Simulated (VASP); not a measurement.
**HfO2: single point with PBE**

HfO2:

```
Hf O
1.0
     3.57720    0.00000    0.00000
     0.00000    3.57720    0.00000
     0.00000    0.00000    5.18371
Hf O
2 4
Cartesian
  1.7886 1.7886 2.5919
  0.0000 0.0000 0.0000
  0.0000 1.7886 3.6284
  1.7886 0.0000 4.1472
  1.7886 0.0000 1.5553
  0.0000 1.7886 1.0366
```

```
Program                : VASP 6.6.1
Task                   : single point
Functional             : PBE
Potentials or basis    : VASP PAW PBE potentials, release 64 (Hf_pv, O)
Cutoff                 : 520 eV
k mesh                 : 6 × 6 × 4
Occupations            : gaussian, width 0.02 eV
Spin                   : no spin polarisation
Dipole correction      : no
Further INCAR settings : ALGO = Normal; EDIFF = 1e-06; NBANDS = 31
```

The pressure is 2.3 GPa. The largest force is 0.041 eV/Å. The band gap on the k mesh is 4.66 eV (least direct gap 4.73 eV).

Forces on the atoms (eV/Å):
```
Hf   0.000  0.000  0.000
Hf   0.000  0.000  0.000
O    0.000  0.000 -0.041
O    0.000  0.000  0.041
O    0.000  0.000  0.041
O    0.000  0.000 -0.041
```

Levels at points of the mesh, in eV from the valence-band top:
| k point | band 18 | band 19 | band 20 | band 21 | band 22 | band 23 | band 24 | band 25 | band 26 | band 27 |
| --- | --- | --- | --- | --- | --- | --- | --- | --- | --- | --- |
| (0.00, 0.00, 0.00) | -1.28 | -0.60 | -0.12 | -0.08 | -0.08 | 4.66 | 4.67 | 5.82 | 6.11 | 6.40 |
| (0.50, 0.00, 0.00) | -2.16 | -1.44 | -1.44 | -0.14 | -0.14 | 5.07 | 5.07 | 6.06 | 6.06 | 7.43 |
| (0.50, 0.50, 0.00) | -1.05 | -0.80 | -0.80 | -0.46 | -0.46 | 5.61 | 5.61 | 6.06 | 6.06 | 7.17 |
| (0.00, 0.00, 0.50) | -2.70 | -0.62 | -0.62 | 0.00 | 0.00 | 5.32 | 5.32 | 5.58 | 5.58 | 8.64 |
| (0.50, 0.00, 0.50) | -1.92 | -1.38 | -1.38 | -0.98 | -0.98 | 5.21 | 5.21 | 5.54 | 5.54 | 7.42 |
| (0.50, 0.50, 0.50) | -1.91 | -1.36 | -1.36 | -0.03 | -0.03 | 5.89 | 5.89 | 6.16 | 6.16 | 7.34 |

Run time: 57 s on 1 thread of Intel Xeon 8259CL (shared host), peak memory 0.21 GiB.

Caveat: spin-orbit coupling is left out, which moves the levels of the heavy elements. A k mesh can miss the band edges.
